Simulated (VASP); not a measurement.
# Hf5C3 (P4/mmm) in VASP: a series of runs

Runs on Hf5C3. Level: PBE. Tasks: single point.

All numbers are computed with VASP 6.6.1; they aren't measurements. Logs are shortened: lines on timing, memory, paths and dates and some standing lists are left out, and cuts for length are marked.

## Step 1: The cell of the first run

The structure is tetragonal, space group P4/mmm (No. 123). Conventional cell: a = 4.118 Å, b = 4.118 Å, c = 6.952 Å, α = 90.00°, β = 90.00°, γ = 90.00°. Within 3.3 Å of Hf (site symmetry 2mm) lie 6 C at 2.48 to 2.94 Å and 7 Hf at 2.75 to 2.94 Å. Hf (site symmetry 4/mmm) has 6 C at 2.91 to 3.48 Å and 8 Hf at 2.94 Å within 3.8 Å. Within 3.3 Å of C (site symmetry 4/mmm) lie 8 Hf at 2.48 Å and 4 C at 2.91 Å. C (site symmetry 4/mmm) has 12 Hf at 2.91 to 2.94 Å and 2 C at 3.48 Å within 3.8 Å. C (site symmetry 4/mmm) has 8 Hf at 2.48 Å and 4 C at 2.91 Å within 3.3 Å.

The cell was generated, and may not be a known phase.

## Step 2: Single point, PBE

Input file INCAR:

```
  PREC = Accurate
  ENCUT = 520
  EDIFF = 1E-6
  ISMEAR = 0
  SIGMA = 0.2
  LREAL = F
  LASPH = T
  NELM = 80
  ALGO = Normal
  ISIF = 2
  LWAVE = F
  LCHARG = F
  GGA = PE
  NBANDS = 41
```

Input file KPOINTS:

```
Automatic mesh
0
Gamma
  4 4 2
```

Input file POSCAR:

```
Hf5C3
1.0
    4.1183476348      0.0000000000      0.0000000000
    0.0000000000      4.1183476348      0.0000000000
    0.0000000000      0.0000000000      6.9521978335
Hf C
5 3
Direct
    0.0000000000      0.5000000000      0.3023261753
    0.0000000000      0.5000000000      0.6976738247
    0.5000000000      0.0000000000      0.3023261753
    0.5000000000      0.0000000000      0.6976738247
    0.0000000000      0.0000000000      0.0000000000
    0.0000000000      0.0000000000      0.5000000000
    0.5000000000      0.5000000000      0.0000000000
    0.5000000000      0.5000000000      0.5000000000
```

Potentials or basis: VASP PAW PBE potentials, release 64 (Hf_pv, C).

Launch:

```console
$ cat potpaw_PBE.64/Hf_pv/POTCAR potpaw_PBE.64/C/POTCAR > POTCAR
$ mpirun -np 1 vasp_std > vasp.out
```

OUTCAR:

```text
PREC = Accurate
   ENCUT = 520
   EDIFF = 1E-6
   ISMEAR = 0
   LREAL = F
   LASPH = T
   NELM = 80
   ISIF = 2
   GGA = PE

 ion  position               nearest neighbor table
   1  0.000  0.500  0.302-   6 2.48   8 2.48   6 2.48   8 2.48   2 2.75   3 2.91   3 2.91   3 2.91
                             3 2.91   7 2.94   7 2.94   5 2.94   5 2.94
   2  0.000  0.500  0.698-   6 2.48   8 2.48   6 2.48   8 2.48   1 2.75   4 2.91   4 2.91   4 2.91
                             4 2.91   7 2.94   7 2.94   5 2.94   5 2.94
   3  0.500  0.000  0.302-   6 2.48   8 2.48   8 2.48   6 2.48   4 2.75   1 2.91   1 2.91   1 2.91
                             1 2.91   7 2.94   5 2.94   7 2.94   5 2.94
   4  0.500  0.000  0.698-   6 2.48   8 2.48   8 2.48   6 2.48   3 2.75   2 2.91   2 2.91   2 2.91
                             2 2.91   7 2.94   5 2.94   7 2.94   5 2.94
   5  0.000  0.000  0.000-   7 2.91   7 2.91   7 2.91   7 2.91   1 2.94   1 2.94   2 2.94   2 2.94
                             3 2.94   4 2.94   3 2.94   4 2.94
   6  0.000  0.000  0.500-   1 2.48   2 2.48   3 2.48   4 2.48   1 2.48   2 2.48   3 2.48   4 2.48

   7  0.500  0.500  0.000-   5 2.91   5 2.91   5 2.91   5 2.91   1 2.94   3 2.94   4 2.94   2 2.94
                             1 2.94   2 2.94   3 2.94   4 2.94
   8  0.500  0.500  0.500-   1 2.48   2 2.48   3 2.48   4 2.48   3 2.48   4 2.48   1 2.48   2 2.48

  LATTYP: Found a simple tetragonal cell.
 ALAT       =     4.1183476348
 C/A-ratio  =     1.6881036887

  Lattice vectors:

 A1 = (   4.1183476348,   0.0000000000,   0.0000000000)
 A2 = (   0.0000000000,   4.1183476348,   0.0000000000)
 A3 = (   0.0000000000,   0.0000000000,   6.9521978335)

Analysis of symmetry for initial positions (statically):
=====================================================================
 Subroutine PRICEL returns:
 Original cell was already a primitive cell.

 Routine SETGRP: Setting up the symmetry group for a
 simple tetragonal supercell.

 Subroutine GETGRP returns: Found 16 space group operations
 (whereof 16 operations were pure point group operations)
 out of a pool of 16 trial point group operations.

The static configuration has the point symmetry D_4h.

Analysis of symmetry for dynamics (positions and initial velocities):
=====================================================================
 Subroutine PRICEL returns:
 Original cell was already a primitive cell.

 Routine SETGRP: Setting up the symmetry group for a
 simple tetragonal supercell.

 Subroutine GETGRP returns: Found 16 space group operations
 (whereof 16 operations were pure point group operations)
 out of a pool of 16 trial point group operations.

The dynamic configuration has the point symmetry D_4h.

 Subroutine INISYM returns: Found 16 space group operations
 (whereof 16 operations are pure point group operations),
 and found     1 'primitive' translations

----------------------------------------------------------------------------------------

                                     Primitive cell

  volume of cell :     117.9147

  direct lattice vectors                    reciprocal lattice vectors
     4.118347635  0.000000000  0.000000000     0.242815830  0.000000000  0.000000000
     0.000000000  4.118347635  0.000000000     0.000000000  0.242815830  0.000000000
     0.000000000  0.000000000  6.952197833     0.000000000  0.000000000  0.143839405

  length of vectors
     4.118347635  4.118347635  6.952197833     0.242815830  0.242815830  0.143839405

  position of ions in fractional coordinates (direct lattice)
     0.000000000  0.500000000  0.302326175
     0.000000000  0.500000000  0.697673825
     0.500000000  0.000000000  0.302326175
     0.500000000  0.000000000  0.697673825
     0.000000000  0.000000000  0.000000000
     0.000000000  0.000000000  0.500000000
     0.500000000  0.500000000  0.000000000
     0.500000000  0.500000000  0.500000000

  ion indices of the primitive-cell ions
   primitive index   ion index
                 1           1
                 2           2
                 3           3
                 4           4
                 5           5
                 6           6
                 7           7
                 8           8

----------------------------------------------------------------------------------------

 KPOINTS: Automatic mesh

Automatic generation of k-mesh.
 Grid dimensions read from file:
 generate k-points for:    4    4    2

 Generating k-lattice:

  Cartesian coordinates                     Fractional coordinates (reciprocal lattice)
     0.060703958  0.000000000  0.000000000     0.250000000  0.000000000  0.000000000
     0.000000000  0.060703958  0.000000000     0.000000000  0.250000000  0.000000000
     0.000000000  0.000000000  0.071919703     0.000000000  0.000000000  0.500000000

  Length of vectors
     0.060703958  0.060703958  0.071919703

  Shift w.r.t. Gamma in fractional coordinates (k-lattice)
     0.000000000  0.000000000  0.000000000

 Subroutine IBZKPT returns following result:
 ===========================================

 Found     12 irreducible k-points:

 Following reciprocal coordinates:
            Coordinates               Weight
  0.000000  0.000000  0.000000      1.000000
  0.250000  0.000000  0.000000      4.000000
  0.500000  0.000000  0.000000      2.000000
  0.250000  0.250000  0.000000      4.000000
  0.500000  0.250000  0.000000      4.000000
  0.500000  0.500000  0.000000      1.000000
  0.000000  0.000000  0.500000      1.000000
  0.250000  0.000000  0.500000      4.000000
  0.500000  0.000000  0.500000      2.000000
  0.250000  0.250000  0.500000      4.000000
  0.500000  0.250000  0.500000      4.000000
  0.500000  0.500000  0.500000      1.000000
   k-points           NKPTS =     12   k-points in BZ     NKDIM =     12   number of bands    NBANDS=     41
   number of dos      NEDOS =    301   number of ions     NIONS =      8
   total plane-waves  NPLWV =  55296
   dimension x,y,z NGX =    32 NGY =   32 NGZ =   54
   dimension x,y,z NGXF=    64 NGYF=   64 NGZF=  108
   ions per type =               5   3
   NGX,Y,Z   is equivalent  to a cutoff of  12.92, 12.92, 12.91 a.u.
   NGXF,Y,Z  is equivalent  to a cutoff of  25.83, 25.83, 25.83 a.u.
 SYSTEM =  unknown system
   PREC   = accura    normal or accurate (medium, high low for compatibility)
   ISTART =      0    job   : 0-new  1-cont  2-samecut
   ICHARG =      2    charge: 1-file 2-atom 10-const
   ISPIN  =      1    spin polarized calculation?
   LNONCOLLINEAR =      F non collinear calculations
   LSORBIT =      F    spin-orbit coupling
   LASPH  =      T    aspherical Exc in radial PAW
   ENCUT  =  520.0 eV  38.22 Ry    6.18 a.u.   7.66  7.66 12.93*2*pi/ulx,y,z
   NELM   =     80;   NELMIN=  2; NELMDL= -5     # of ELM steps
   EDIFF  = 0.1E-05   stopping-criterion for ELM
   LREAL  =      F    real-space projection
   EDIFFG = 0.1E-04   stopping-criterion for IOM
   NSW    =      0    number of steps for IOM
   IBRION =     -1    ionic relax: 0-MD 1-quasi-New 2-CG
   NFREE  =      0    steps in history (QN), initial steepest desc. (CG)
   ISIF   =      2    stress and relaxation
   ISYM   =      2    0-nonsym 1-usesym 2-fastsym
   POTIM  = 0.5000    time-step for ionic-motion
   TEBEG  =    0.0;   TEEND  =   0.0 temperature during run
   PSTRESS=    0.0 pullay stress
   NELECT =      62.0000    total number of electrons
   NUPDOWN=      -1.0000    fix difference up-down
   EMIN   =  10.00;   EMAX   =-10.00  energy-range for DOS
   EFERMI =   0.00;   METHOD = LEGACY
   ISMEAR =     0;   SIGMA  =   0.20  broadening in eV -4-tet -1-fermi 0-gaus
   EFERMI_NEDOS =   21; number of points for ismear=-14 and -15
   IALGO  =     38    algorithm
   IMIX   =      4    mixing-type and parameters
     AMIX     =   0.40;   BMIX     =  1.00
     AMIX_MAG =   1.60;   BMIX_MAG =  1.00
  volume/ion in A,a.u.               =      14.74        99.47
  Fermi-wavevector in a.u.,A,eV,Ry     =   1.321344  2.496979 23.755105  1.745951
  Thomas-Fermi vector in A             =   2.451105
   LORBIT       =      0    0 simple, 1 ext, 2 COOP (PROOUT), +10 PAW based schemes
   GGA     = PE    functional components
   LHFCALC =     F    Hartree Fock is set to
   AEXX    =    0.0000 exact exchange contribution
   IVDW    =     0    specifies the selected vdW correction
   LEPSILON=     F    determine dielectric tensor
   LRPA    =     F    only Hartree local field effects (RPA)
 non-spin polarized calculation
 Gauss-broadening in eV      SIGMA  =   0.20
  energy-cutoff  :      520.00
  volume of cell :      117.91
 maximum number of plane-waves:      3188
 NGX is ok and might be reduce to    32
   NGX = 15   NGY = 15   NGZ = 25

 number of electron      62.0000007 magnetization

 Free energy of the ion-electron system (eV)
  ---------------------------------------------------
  ext. energy  EPLUGINS =         0.00000000
  ---------------------------------------------------
  free energy    TOTEN  =       -72.73426783 eV

  energy without entropy =      -72.60204729  energy(sigma->0) =      -72.66815756

 E-fermi :   6.0057     XC(G=0): -12.0442

 val. band max:        5.9640708249   @ k =   0.2500   0.0000   0.0000
 cond. band min:       6.0755621199   @ k =   0.5000   0.2500   0.0000
 fundamental gap:      0.1114912950
 Fermi energy:         6.0056627237

 k-point     1 :       0.0000    0.0000    0.0000
  band No.  band energies     occupation
      1     -24.9354      2.00000
      2     -24.8735      2.00000
      3     -24.8735      2.00000
      4     -24.6509      2.00000
      5     -24.6488      2.00000
      6     -24.6488      2.00000
[... 33 lines left out ...]
     40      10.2736      0.00000
     41      10.2917      0.00000

 k-point     2 :       0.2500    0.0000    0.0000
  band No.  band energies     occupation
      1     -24.9608      2.00000
      2     -24.7744      2.00000
      3     -24.7656      2.00000
      4     -24.7006      2.00000
      5     -24.6988      2.00000
      6     -24.5379      2.00000
[... 33 lines left out ...]
     40       9.9179      0.00000
     41      10.0587      0.00000

 k-point     3 :       0.5000    0.0000    0.0000
  band No.  band energies     occupation
      1     -24.9691      2.00000
      2     -24.7914      2.00000
      3     -24.6904      2.00000
      4     -24.6241      2.00000
      5     -24.4501      2.00000
      6     -24.3917      2.00000
[... 33 lines left out ...]
     40       8.7965      0.00000
     41       9.5189      0.00000

 k-point     4 :       0.2500    0.2500    0.0000
  band No.  band energies     occupation
      1     -24.9873      2.00000
      2     -24.8598      2.00000
      3     -24.8543      2.00000
      4     -24.8433      2.00000
      5     -24.5251      2.00000
      6     -24.4745      2.00000
[... 297 lines left out ...]
     40       9.2963      0.00000
     41       9.8720      0.00000

 k-point    11 :       0.5000    0.2500    0.5000
  band No.  band energies     occupation
      1     -25.0116      2.00000
      2     -24.7949      2.00000
      3     -24.7856      2.00000
      4     -24.7625      2.00000
      5     -24.7038      2.00000
      6     -24.6722      2.00000
[... 33 lines left out ...]
     40       9.2147      0.00000
     41       9.7944      0.00000

 k-point    12 :       0.5000    0.5000    0.5000
  band No.  band energies     occupation
      1     -25.1539      2.00000
      2     -24.9353      2.00000
      3     -24.8007      2.00000
      4     -24.7805      2.00000
      5     -24.7748      2.00000
      6     -24.7748      2.00000
[... 33 lines left out ...]
     40       8.9434      0.00000
     41       9.3692      0.00000

------------------------ aborting loop because EDIFF is reached ----------------------------------------

  FORCE on cell =-STRESS in cart. coord.  units (eV):
  Direction    XX          YY          ZZ          XY          YZ          ZX
  --------------------------------------------------------------------------------------
  -------------------------------------------------------------------------------------
  Total       -0.6975013     -0.6975013     -0.7037766      0.0000000      0.0000000      0.0000000
  in kB       -9.4773615     -9.4773615     -9.5626279      0.0000000      0.0000000      0.0000000
  external PRESSURE =      -9.5057836 kB  Pullay stress =       0.0000000 kB

 VOLUME and BASIS-vectors are now :
 -----------------------------------------------------------------------------
  energy-cutoff  :      520.00
  volume of cell :      117.91
      direct lattice vectors                 reciprocal lattice vectors
     4.118347635  0.000000000  0.000000000     0.242815830  0.000000000  0.000000000
     0.000000000  4.118347635  0.000000000     0.000000000  0.242815830  0.000000000
     0.000000000  0.000000000  6.952197833     0.000000000  0.000000000  0.143839405

 POSITION                                       TOTAL-FORCE (eV/Angst)
 -----------------------------------------------------------------------------------
      0.00000      2.05917      2.10183        -0.000000      0.000000      0.034948
      0.00000      2.05917      4.85037        -0.000000      0.000000     -0.034948
      2.05917      0.00000      2.10183         0.000000      0.000000      0.034948
      2.05917      0.00000      4.85037        -0.000000     -0.000000     -0.034948
      0.00000      0.00000      0.00000         0.000000      0.000000      0.000000
      0.00000      0.00000      3.47610         0.000000      0.000000      0.000000
      2.05917      2.05917      0.00000         0.000000      0.000000      0.000000
      2.05917      2.05917      3.47610         0.000000      0.000000      0.000000
 -----------------------------------------------------------------------------------
    total drift:                                0.000000      0.000000     -0.000000

  FREE ENERGIE OF THE ION-ELECTRON SYSTEM (eV)
  ---------------------------------------------------
  free  energy   TOTEN  =       -72.7342678272 eV

  energy  without entropy=      -72.6020472949  energy(sigma->0) =      -72.66815756
```

It took 84 s on 1 thread of Intel Xeon 8259CL, shared host; peak memory 0.24 GiB.

What came out:

```yaml
Free_energy: -72.7343 eV
Pressure: -1.0 GPa
Largest_force: 0.035 eV/Å
Band_gap_on_the_k_mesh: zero (bands 31 and 32 overlap by 1.73 eV)
```

Forces on the atoms (eV/Å):
```
Hf   0.000  0.000  0.035
Hf   0.000  0.000 -0.035
Hf   0.000  0.000  0.035
Hf   0.000  0.000 -0.035
Hf   0.000  0.000  0.000
C    0.000  0.000  0.000
C    0.000  0.000  0.000
C    0.000  0.000  0.000
```

Caveat: the k points lie up to 0.45 Å⁻¹ apart, too coarse for converged energies and pressures of a metal; spin-orbit coupling is left out, which moves the levels of the heavy elements.

(Continued in part 2 of 2.)

The gap in the log of VASP goes by the Fermi energy; the results here count the filled bands.